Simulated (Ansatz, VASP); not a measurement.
Te: VASP beside Ansatz

```
Te
1.0
     3.82029   -2.14820    0.00000
     3.82029    2.14820    0.00000
    -0.09429    0.00000    5.97609
Te
3
Direct
  0.00000 0.00000 0.00000
  0.30945 0.30945 0.33881
  0.69055 0.69055 0.66119
```

Alike in both runs: functional PBEsol; k mesh 6 × 6 × 4; occupations fermi-dirac, width 0.05 eV; no spin polarisation.

```csv
,VASP,Ansatz
version,VASP 6.6.1,Ansatz 0.2.0
potentials or method,"VASP PAW PBE potentials, release 64 (Te)",Ansatz PAW
plane-wave cutoff (eV),520,420
valence electrons in the cell,18,48
task,single point,density of states
```

|  | VASP | Ansatz | Ansatz less VASP |
| --- | --- | --- | --- |
| gap on the k mesh at the Fermi level (eV) | none | none | - |
| pressure (GPa) | -1.9 | -1.9 | -0.04 |
| traceless stress, the component that is largest in VASP (GPa) | 0.38 | 0.38 | +0.006 |
| rms of the force components (eV/Å) | 0.022 | 0.018 | -0.0040 |

VASP's potentials were made for PBE, not for PBEsol. Atom by atom the forces differ by 0.004 eV/Å (rms over components). A gap of «none» marks a metal or a gap that the smearing closes. With one functional, cell and mesh, what is left measures potentials, basis and numerics. VASP's potentials hold 18 valence electrons a cell and Ansatz's 48, so a difference there can come from the potentials and not from the codes.

Spin-orbit coupling is off throughout.
